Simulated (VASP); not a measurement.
A run of VASP 6.6.1:

The input INCAR:

```
SYSTEM = Ag
  PREC = Accurate
  ENCUT = 520
  EDIFF = 1E-6
  ISMEAR = -1
  SIGMA = 0.13605693000000002
  LREAL = .False.
  LASPH = .True.
  NELM = 100
  ALGO = Normal
  ISIF = 2
  LWAVE = .False.
  LCHARG = .True.
  LELF = .True.
  LVHAR = .True.
  NBANDS = 12
```

KPOINTS

```
regular mesh
0
Gamma
  14 14 14
  0 0 0
```

POSCAR

```
Ag
1.0
    0.0000000000      2.0068515017      2.0068515017
    2.0068515017      0.0000000000      2.0068515017
    2.0068515017      2.0068515017      0.0000000000
Ag
1
Direct
    0.0000000000      0.0000000000      0.0000000000
```

Potentials or basis: VASP PAW LDA potentials, release 64 (Ag).

Command:

```sh
$ cat potpaw_LDA.64/Ag/POTCAR > POTCAR
$ mpirun -np 1 vasp_std > vasp.out
```

Hardware: 1 thread of AMD EPYC 9R45 (Zen 5) (shared host).

Task: How long does it take, and how much memory?

Result: It took 9.9 s on 1 thread of AMD EPYC 9R45 (Zen 5), on a shared host, peak memory 0.11 GiB. Counts: scf iterations 11, k points 104.
